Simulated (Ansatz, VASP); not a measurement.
## BaS in VASP and in Ansatz

```
Ba S
1.0
     5.38132    0.00000    0.00000
    -2.69066    4.66036    0.00000
     0.00000    0.00000    6.38418
Ba S
2 2
Cartesian
  0.0000 3.1069 2.7870
  2.6907 1.5535 5.9791
  0.0000 3.1069 -0.4049
  2.6907 1.5535 2.7872
```

Alike in both runs: functional PBE; k mesh 6 × 6 × 4; occupations gaussian, width 0.02 eV; no spin polarisation.

Ansatz relaxed the structure, and its values are those at the end. VASP's run is a single point on that final structure, the one shown.

|  | VASP | Ansatz |
| --- | --- | --- |
| version | VASP 6.6.1 | Ansatz 0.2.0 |
| potentials or method | VASP PAW PBE potentials, release 64 (Ba_sv, S), cutoff 520 eV | scalar-relativistic, plane waves, PAW |
| valence electrons in the cell | 32 | 32 |

VASP gave:

```
gap on the k mesh at the Fermi level (eV) : 2.47
least direct gap on the mesh (eV)         : 2.61
pressure (GPa)                            : 0.5
```

Which values does Ansatz return?

gap on the k mesh at the Fermi level (eV): 2.56; least direct gap on the mesh (eV): 2.67; pressure (GPa): 0.0.

The functional is the same, so the differences come from potentials, cutoffs and numerics.

Spin-orbit coupling is off throughout.
